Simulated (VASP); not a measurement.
# Rh (Fm-3m) in VASP: notebook

Rh is run at these levels: LDA, r2SCAN; tasks: relaxation of cell and atoms, single point.

All numbers are computed with VASP 6.6.1; they aren't measurements. Logs are shortened: lines on timing, memory, paths and dates and some standing lists are left out, and cuts for length are marked.

### Step 1. The cell of the first run

It takes space group Fm-3m (No. 225, cubic). Conventional cell: a = 3.796 Å, b = 3.796 Å, c = 3.796 Å, α = 90.00°, β = 90.00°, γ = 90.00°. Rh (site symmetry m-3m) has 12 Rh at 2.68 Å within 3.5 Å.

### Step 2. Relaxation of cell and atoms, LDA

Input file INCAR:

```
SYSTEM = Rh
PREC = Accurate
ENCUT = 600
EDIFF = 1E-6
ISMEAR = -1
SIGMA = 0.05
LREAL = .FALSE.
LASPH = .TRUE.
NELM = 100
ALGO = Normal
ISIF = 3
LWAVE = .FALSE.
LCHARG = .FALSE.
GGA = CA
IBRION = 2
NSW = 80
EDIFFG = -0.01
```

Input file KPOINTS:

```
Automatic mesh
0
G
  12 12 12
  0 0 0
```

Input file POSCAR:

```
Rh
1.0
    0.0000000000      1.8978500000      1.8978500000
    1.8978500000      0.0000000000      1.8978500000
    1.8978500000      1.8978500000      0.0000000000
Rh
1
Direct
    0.0000000000      0.0000000000      0.0000000000
```

Potentials or basis: VASP PAW LDA potentials, release 64 (Rh_pv).

The run is started by

```console
$ cat potpaw_LDA.64/Rh_pv/POTCAR > POTCAR
$ mpirun -np 1 vasp_std > vasp.out
```

OUTCAR:

```text
SYSTEM = Rh
   PREC = Accurate
   ENCUT = 600
   EDIFF = 1E-6
   ISMEAR = -1
   LREAL = .FALSE.
   LASPH = .TRUE.
   NELM = 100
   ISIF = 3
   GGA = CA
   IBRION = 2
   NSW = 80
   EDIFFG = -0.01

 ion  position               nearest neighbor table
   1  0.000  0.000  0.000-

  LATTYP: Found a face centered cubic cell.
 ALAT       =     3.7957000000

  Lattice vectors:

 A1 = (   0.0000000000,   1.8978500000,   1.8978500000)
 A2 = (   1.8978500000,   0.0000000000,   1.8978500000)
 A3 = (   1.8978500000,   1.8978500000,   0.0000000000)

Analysis of symmetry for initial positions (statically):
[... 33 lines left out ...]
                                     Primitive cell

  volume of cell :      13.6715

  direct lattice vectors                    reciprocal lattice vectors
     0.000000000  1.897850000  1.897850000    -0.263456016  0.263456016  0.263456016
     1.897850000  0.000000000  1.897850000     0.263456016 -0.263456016  0.263456016
     1.897850000  1.897850000  0.000000000     0.263456016  0.263456016 -0.263456016

  length of vectors
     2.683965209  2.683965209  2.683965209     0.456319205  0.456319205  0.456319205

  position of ions in fractional coordinates (direct lattice)
     0.000000000  0.000000000  0.000000000

  ion indices of the primitive-cell ions
   primitive index   ion index
                 1           1

----------------------------------------------------------------------------------------

 KPOINTS: Automatic mesh

Automatic generation of k-mesh.
 Grid dimensions read from file:
 generate k-points for:   12   12   12

 Generating k-lattice:

  Cartesian coordinates                     Fractional coordinates (reciprocal lattice)
    -0.021954668  0.021954668  0.021954668     0.083333333  0.000000000  0.000000000
     0.021954668 -0.021954668  0.021954668     0.000000000  0.083333333  0.000000000
     0.021954668  0.021954668 -0.021954668     0.000000000  0.000000000  0.083333333

  Length of vectors
     0.038026600  0.038026600  0.038026600

  Shift w.r.t. Gamma in fractional coordinates (k-lattice)
     0.000000000  0.000000000  0.000000000

 Subroutine IBZKPT returns following result:
 ===========================================

 Found     72 irreducible k-points:

 Following reciprocal coordinates:
            Coordinates               Weight
  0.000000  0.000000  0.000000      1.000000
  0.083333  0.000000  0.000000      8.000000
  0.166667  0.000000  0.000000      8.000000
  0.250000  0.000000  0.000000      8.000000
  0.333333  0.000000  0.000000      8.000000
  0.416667  0.000000  0.000000      8.000000
[... 16 lines left out ...]
  0.500000  0.166667  0.000000     24.000000
 -0.416667  0.166667  0.000000     24.000000
 [... further k-points ...]
   k-points           NKPTS =     72   k-points in BZ     NKDIM =     72   number of bands    NBANDS=     11
   number of dos      NEDOS =    301   number of ions     NIONS =      1
   total plane-waves  NPLWV =  13824
   dimension x,y,z NGX =    24 NGY =   24 NGZ =   24
   dimension x,y,z NGXF=    48 NGYF=   48 NGZF=   48
   ions per type =               1
   NGX,Y,Z   is equivalent  to a cutoff of  14.87, 14.87, 14.87 a.u.
   NGXF,Y,Z  is equivalent  to a cutoff of  29.73, 29.73, 29.73 a.u.
 SYSTEM =  Rh
   PREC   = accura    normal or accurate (medium, high low for compatibility)
   ISTART =      0    job   : 0-new  1-cont  2-samecut
   ICHARG =      2    charge: 1-file 2-atom 10-const
   ISPIN  =      1    spin polarized calculation?
   LNONCOLLINEAR =      F non collinear calculations
   LSORBIT =      F    spin-orbit coupling
   LASPH  =      T    aspherical Exc in radial PAW
   ENCUT  =  600.0 eV  44.10 Ry    6.64 a.u.   5.36  5.36  5.36*2*pi/ulx,y,z
   NELM   =    100;   NELMIN=  2; NELMDL= -5     # of ELM steps
   EDIFF  = 0.1E-05   stopping-criterion for ELM
   LREAL  =      F    real-space projection
   EDIFFG = -.1E-01   stopping-criterion for IOM
   NSW    =     80    number of steps for IOM
   IBRION =      2    ionic relax: 0-MD 1-quasi-New 2-CG
   NFREE  =      1    steps in history (QN), initial steepest desc. (CG)
   ISIF   =      3    stress and relaxation
   ISYM   =      2    0-nonsym 1-usesym 2-fastsym
   POTIM  = 0.5000    time-step for ionic-motion
   TEBEG  =    0.0;   TEEND  =   0.0 temperature during run
   PSTRESS=    0.0 pullay stress
   NELECT =      15.0000    total number of electrons
   NUPDOWN=      -1.0000    fix difference up-down
   EMIN   =  10.00;   EMAX   =-10.00  energy-range for DOS
   EFERMI =   0.00;   METHOD = LEGACY
   ISMEAR =    -1;   SIGMA  =   0.05  broadening in eV -4-tet -1-fermi 0-gaus
   EFERMI_NEDOS =   21; number of points for ismear=-14 and -15
   IALGO  =     38    algorithm
   IMIX   =      4    mixing-type and parameters
     AMIX     =   0.40;   BMIX     =  1.00
     AMIX_MAG =   1.60;   BMIX_MAG =  1.00
  volume/ion in A,a.u.               =      13.67        92.26
  Fermi-wavevector in a.u.,A,eV,Ry     =   1.688496  3.190795 38.790465  2.851019
  Thomas-Fermi vector in A             =   2.770792
   LORBIT       =      0    0 simple, 1 ext, 2 COOP (PROOUT), +10 PAW based schemes
   GGA     = CA    functional components
   LHFCALC =     F    Hartree Fock is set to
   AEXX    =    0.0000 exact exchange contribution
   IVDW    =     0    specifies the selected vdW correction
   LEPSILON=     F    determine dielectric tensor
   LRPA    =     F    only Hartree local field effects (RPA)
 conjugate gradient relaxation of ions
 non-spin polarized calculation
  energy-cutoff  :      600.00
  volume of cell :       13.67
 maximum number of plane-waves:       471
 NGX is ok and might be reduce to    24
   NGX = 11   NGY = 11   NGZ = 11

--------------------------------------- Ionic step        1  -------------------------------------------

 number of electron      15.0000002 magnetization

 Free energy of the ion-electron system (eV)
  ---------------------------------------------------
  ext. energy  EPLUGINS =         0.00000000
  ---------------------------------------------------
  free energy    TOTEN  =        -8.68016796 eV

  energy without entropy =       -8.67199333  energy(sigma->0) =       -8.67608064

------------------------ aborting loop because EDIFF is reached ----------------------------------------

  FORCE on cell =-STRESS in cart. coord.  units (eV):
  Direction    XX          YY          ZZ          XY          YZ          ZX
  --------------------------------------------------------------------------------------
  -------------------------------------------------------------------------------------
  Total       -0.7856993     -0.7856993     -0.7856993      0.0000000      0.0000000      0.0000000
  in kB      -92.0770290    -92.0770290    -92.0770290      0.0000000      0.0000000      0.0000000
  external PRESSURE =     -92.0770290 kB  Pullay stress =       0.0000000 kB

 VOLUME and BASIS-vectors are now :
 -----------------------------------------------------------------------------
  energy-cutoff  :      600.00
  volume of cell :       13.67
      direct lattice vectors                 reciprocal lattice vectors
     0.000000000  1.897850000  1.897850000    -0.263456016  0.263456016  0.263456016
     1.897850000  0.000000000  1.897850000     0.263456016 -0.263456016  0.263456016
     1.897850000  1.897850000  0.000000000     0.263456016  0.263456016 -0.263456016
[... 71 lines left out ...]
 POSITION                                       TOTAL-FORCE (eV/Angst)
 -----------------------------------------------------------------------------------
      0.00000      0.00000     -0.00000        -0.000000      0.000000      0.000000
 -----------------------------------------------------------------------------------
    total drift:                               -0.000000     -0.000000     -0.000000

  FREE ENERGIE OF THE ION-ELECTRON SYSTEM (eV)
  ---------------------------------------------------
  free  energy   TOTEN  =        -8.6926424206 eV

  energy  without entropy=       -8.6849470151  energy(sigma->0) =       -8.68879472

--------------------------------------- Ionic step        4  -------------------------------------------

 number of electron      15.0000001 magnetization

 Free energy of the ion-electron system (eV)
  ---------------------------------------------------
  ext. energy  EPLUGINS =         0.00000000
  ---------------------------------------------------
  free energy    TOTEN  =        -8.69265549 eV

  energy without entropy =       -8.68497576  energy(sigma->0) =       -8.68881563

 E-fermi :  12.4218     XC(G=0): -14.5908

 val. band max:       12.3285468089   @ k =   0.3333   0.0833   0.0000
 cond. band min:      12.4608675651   @ k =   0.5000   0.4167   0.0000
 fundamental gap:      0.1323207562
 Fermi energy:        12.4218076469

 k-point     1 :       0.0000    0.0000    0.0000
  band No.  band energies     occupation
      1     -33.8414      2.00000
      2     -33.8414      2.00000
      3     -33.8414      2.00000
      4       4.1042      2.00000
      5       9.1037      2.00000
      6       9.1037      2.00000
      7       9.1037      2.00000
      8      11.3531      2.00000
      9      11.3531      2.00000
     10      28.3222      0.00000
     11      32.6149      0.00000

 k-point     2 :       0.0833    0.0000    0.0000
  band No.  band energies     occupation
      1     -33.9003      2.00000
      2     -33.8493      2.00000
      3     -33.8493      2.00000
      4       4.3917      2.00000
      5       8.9771      2.00000
      6       9.2158      2.00000
      7       9.2158      2.00000
      8      11.2909      2.00000
      9      11.2909      2.00000
     10      28.7501      0.00000
     11      32.5506      0.00000
[... 295 lines left out ...]
 k-point    24 :      -0.4167    0.1667    0.0000
  band No.  band energies     occupation
      1     -34.6096      2.00000
      2     -34.1119      2.00000
      3     -33.9889      2.00000
      4       6.6844      2.00000
      5       8.4087      2.00000
      6       9.7449      2.00000
      7      10.2042      2.00000
      8      12.6750      0.01257
      9      16.6509      0.00000
     10      21.4373      0.00000
     11      28.6242      0.00000

 [... further k-points ...]
[... 5 lines left out ...]
  --------------------------------------------------------------------------------------
  -------------------------------------------------------------------------------------
  Total       -0.0050170     -0.0050170     -0.0050170      0.0000000      0.0000000      0.0000000
  in kB       -0.6066713     -0.6066713     -0.6066713      0.0000000      0.0000000      0.0000000
  external PRESSURE =      -0.6066713 kB  Pullay stress =       0.0000000 kB

 VOLUME and BASIS-vectors are now :
 -----------------------------------------------------------------------------
  energy-cutoff  :      600.00
  volume of cell :       13.25
      direct lattice vectors                 reciprocal lattice vectors
     0.000000000  1.878126515  1.878126515    -0.266222747  0.266222747  0.266222747
     1.878126515  0.000000000  1.878126515     0.266222747 -0.266222747  0.266222747
     1.878126515  1.878126515 -0.000000000     0.266222747  0.266222747 -0.266222747

 POSITION                                       TOTAL-FORCE (eV/Angst)
 -----------------------------------------------------------------------------------
      1.87813      1.87813      3.75625        -0.000000     -0.000000     -0.000000
 -----------------------------------------------------------------------------------
    total drift:                               -0.000000     -0.000000     -0.000000

  FREE ENERGIE OF THE ION-ELECTRON SYSTEM (eV)
  ---------------------------------------------------
  free  energy   TOTEN  =        -8.6926554944 eV

  energy  without entropy=       -8.6849757592  energy(sigma->0) =       -8.68881563

 reached required accuracy - stopping structural energy minimisation
```

Run time: 79 s. Hardware: 1 thread of AMD EPYC 7R13, shared host; peak memory 0.12 GiB.

Results:

| Quantity | Value |
| --- | --- |
| Free energy | -8.6927 eV |
| Relaxed volume | 13.25 Å³/atom |
| Relaxed cell | a = 2.656 Å, b = 2.656 Å, c = 2.656 Å, α = 60.00°, β = 60.00°, γ = 60.00° |
| Space group after relaxing (to 0.05 Å) | Fm-3m (No. 225) |
| Energy gained by relaxing | 12.5 meV/atom |
| Ionic steps | 4 |
| Pressure after relaxing | -0.1 GPa |

The path:
| step | energy change (eV) | largest force (eV/Å) | pressure (GPa) | volume (Å³) |
| --- | --- | --- | --- | --- |
| 1 | 0.0000 | 0.0000 | -9.21 | 13.67 |
| 2 | 0.0904 | 0.0000 | 33.44 | 12.18 |
| 3 | -0.0125 | 0.0000 | -0.38 | 13.26 |
| 4 | -0.0125 | 0.0000 | -0.06 | 13.25 |

Final structure:
```yaml
crystal:
  lattice:
    - [0.00000, 1.87813, 1.87813]
    - [1.87813, 0.00000, 1.87813]
    - [1.87813, 1.87813, 0.00000]
  atoms:
    - { symbol: Rh, position: [0.00000, 0.00000, 0.00000] }
```

Levels at points of the mesh, in eV from the Fermi level:
```tsv
k point	band 4	band 5	band 6	band 7	band 8	band 9	band 10	band 11
(0.00, 0.00, 0.00)	-8.32	-3.32	-3.32	-3.32	-1.07	-1.07	15.90	20.19
(0.50, 0.00, 0.00)	-6.51	-3.39	-3.39	0.59	0.59	0.64	8.95	15.43
(0.50, 0.50, 0.00)	-6.72	-6.35	0.58	1.03	1.03	3.24	12.70	13.41
```

LDA usually gives volumes a few per cent too small. Zero-point motion and thermal expansion aren't in these numbers.

### Step 3. Single point, r2SCAN

This run uses another cell than the first one, of 14.22 Å³/atom, 1.040 times its volume.

Input file POSCAR:

```
Rh
1.0
    0.0000000000      1.9228245745      1.9228245745
    1.9228245745      0.0000000000      1.9228245745
    1.9228245745      1.9228245745      0.0000000000
Rh
1
Direct
    0.0000000000      0.0000000000      0.0000000000
```

Input file INCAR.step1:

```
ALGO = Normal ; EDIFF = 1E-5
ENCUT = 580 ; GGA = PE
GGA_COMPAT = F ; ISMEAR = -1
LASPH = T ; LCHARG = F
LREAL = F ; LWAVE = T
NBANDS = 14 ; NELM = 120
PREC = Accurate ; SIGMA = 0.05
```

Input file INCAR.step2:

```
ALGO = Normal ; EDIFF = 1E-6
ENCUT = 580 ; GGA_COMPAT = F
ISIF = 2 ; ISMEAR = -1
ISTART = 1 ; LASPH = T
LCHARG = F ; LMIXTAU = T
LREAL = F ; LWAVE = F
METAGGA = R2SCAN ; NBANDS = 14
NELM = 120 ; PREC = Accurate
SIGMA = 0.05
```

Input file KPOINTS:

```
k-points
0
Gamma
  12 12 12
```

Potentials or basis: VASP PAW PBE potentials, release 64 (Rh_sv_GW).

The run is started by

```console
$ cat potpaw_PBE.64/Rh_sv_GW/POTCAR > POTCAR
$ cp INCAR.step1 INCAR
$ mpirun -np 1 vasp_std > vasp.out
$ cp INCAR.step2 INCAR
$ mpirun -np 1 vasp_std > vasp.out
```

OUTCAR:

```text
EDIFF = 1E-6
   ENCUT = 580
   ISIF = 2
   ISMEAR = -1
   ISTART = 1
   LASPH = T
   LREAL = F
   METAGGA = R2SCAN
   NELM = 120
   PREC = Accurate

 ion  position               nearest neighbor table
   1  0.000  0.000  0.000-

  LATTYP: Found a face centered cubic cell.
 ALAT       =     3.8456491490

  Lattice vectors:

 A1 = (   0.0000000000,   1.9228245745,   1.9228245745)
 A2 = (   1.9228245745,   0.0000000000,   1.9228245745)
 A3 = (   1.9228245745,   1.9228245745,   0.0000000000)

Analysis of symmetry for initial positions (statically):
[... 33 lines left out ...]
                                     Primitive cell

  volume of cell :      14.2183

  direct lattice vectors                    reciprocal lattice vectors
     0.000000000  1.922824575  1.922824575    -0.260034122  0.260034122  0.260034122
     1.922824575  0.000000000  1.922824575     0.260034122 -0.260034122  0.260034122
     1.922824575  1.922824575  0.000000000     0.260034122  0.260034122 -0.260034122

  length of vectors
     2.719284591  2.719284591  2.719284591     0.450392311  0.450392311  0.450392311

  position of ions in fractional coordinates (direct lattice)
[... 127 lines left out ...]
 val. band max:       10.0700703410   @ k =  -0.3333   0.3333   0.0000
 cond. band min:      10.1295851716   @ k =   0.3333   0.1667   0.0000
 fundamental gap:      0.0595148306
 Fermi energy:        10.1219078892

 k-point     1 :       0.0000    0.0000    0.0000
  band No.  band energies     occupation
      1     -70.9681      2.00000
      2     -37.6396      2.00000
      3     -37.6396      2.00000
      4     -37.6396      2.00000
      5       2.2143      2.00000
      6       7.1019      2.00000
      7       7.1019      2.00000
      8       7.1019      2.00000
      9       9.0828      2.00000
     10       9.0828      2.00000
     11      26.6174      0.00000
     12      32.0808      0.00000
     13      32.0808      0.00000
     14      32.0808      0.00000
[... 377 lines left out ...]
      1     -70.8515      2.00000
      2     -38.2705      2.00000
      3     -37.8623      2.00000
      4     -37.7619      2.00000
      5       4.8014      2.00000
      6       6.4321      2.00000
      7       7.6549      2.00000
      8       8.1243      2.00000
      9      10.3583      0.01754
     10      14.3574      0.00000
     11      18.9895      0.00000
     12      26.5971      0.00000
     13      29.4737      0.00000
     14      31.0847      0.00000

 [... further k-points ...]
[... 5 lines left out ...]
  --------------------------------------------------------------------------------------
  -------------------------------------------------------------------------------------
  Total       -0.9632886     -0.9632886     -0.9632886      0.0000000     -0.0000000      0.0000000
  in kB     -108.5470482   -108.5470482   -108.5470482      0.0000000     -0.0000000      0.0000000
  external PRESSURE =    -108.5470482 kB  Pullay stress =       0.0000000 kB

 VOLUME and BASIS-vectors are now :
 -----------------------------------------------------------------------------
  energy-cutoff  :      580.00
  volume of cell :       14.22
      direct lattice vectors                 reciprocal lattice vectors
     0.000000000  1.922824575  1.922824575    -0.260034122  0.260034122  0.260034122
     1.922824575  0.000000000  1.922824575     0.260034122 -0.260034122  0.260034122
     1.922824575  1.922824575  0.000000000     0.260034122  0.260034122 -0.260034122

 POSITION                                       TOTAL-FORCE (eV/Angst)
 -----------------------------------------------------------------------------------
      0.00000      0.00000      0.00000        -0.000000     -0.000000      0.000000
 -----------------------------------------------------------------------------------
    total drift:                                0.000000      0.000000      0.000000

  FREE ENERGIE OF THE ION-ELECTRON SYSTEM (eV)
  ---------------------------------------------------
  free  energy   TOTEN  =       -23.2719992315 eV

  energy  without entropy=      -23.2628011730  energy(sigma->0) =      -23.26740020
```

OUTCAR.step1:

```text
EDIFF = 1E-5
   ENCUT = 580
   GGA = PE
   ISMEAR = -1
   LASPH = T
   LREAL = F
[... 622 lines left out ...]

 POSITION                                       TOTAL-FORCE (eV/Angst)
 -----------------------------------------------------------------------------------
      0.00000      0.00000      0.00000         0.000000      0.000000      0.000000
 -----------------------------------------------------------------------------------
    total drift:                                0.000000      0.000000      0.000000

  FREE ENERGIE OF THE ION-ELECTRON SYSTEM (eV)
  ---------------------------------------------------
  free  energy   TOTEN  =        -6.4140655271 eV

  energy  without entropy=       -6.4049949306  energy(sigma->0) =       -6.40953023
```

Run time: 41 s. Hardware: 1 thread of Intel Xeon Platinum 8375C at 2.90GHz (Ice Lake), shared host; peak memory 0.16 GiB.

What came out:

| Quantity | Value |
| --- | --- |
| Free energy | -23.2720 eV |
| Pressure | -10.9 GPa |

Caveat: the PAW data sets were made with another functional, which shifts forces and pressure a little.

[end of part 1 of 2]
